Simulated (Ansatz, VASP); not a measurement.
**Two plane-wave programs on ZnS**

```
Zn S
1.0
     2.70465   -2.70465    0.00000
     2.70465    0.00000   -2.70465
     7.66336    4.28227    4.28227
Zn S
3 3
Direct
  0.61457 0.61457 0.12503
  0.67010 0.67010 0.79170
  0.14233 0.14233 0.45837
  0.30204 0.30204 0.87503
  0.77427 0.77427 0.54170
  0.24651 0.24651 0.20837
```

Alike in both runs: task single point; functional PBE; k mesh 8 × 8 × 3; occupations gaussian, width 0.05 eV; no spin polarisation.

```csv
,VASP,Ansatz
version,VASP 6.6.1,Ansatz 0.2.0
potentials or method,"VASP PAW PBE potentials, release 64 (Zn, S), cutoff 520 eV","scalar-relativistic, plane waves, PAW"
valence electrons in the cell,54,54
```

|  | VASP | Ansatz | Ansatz less VASP |
| --- | --- | --- | --- |
| gap on the k mesh at the Fermi level (eV) | 1.07 | 1.06 | -0.004 |
| least direct gap on the mesh (eV) | 1.07 | 1.06 | -0.004 |
| pressure (GPa) | 1.1 | 1.0 | -0.11 |
| traceless stress, the component that is largest in VASP (GPa) | 2.15 | 2.15 | +0.002 |
| rms of the force components (eV/Å) | 0.124 | 0.124 | +0.0001 |

Atom by atom the forces differ by 0.004 eV/Å (rms over components).
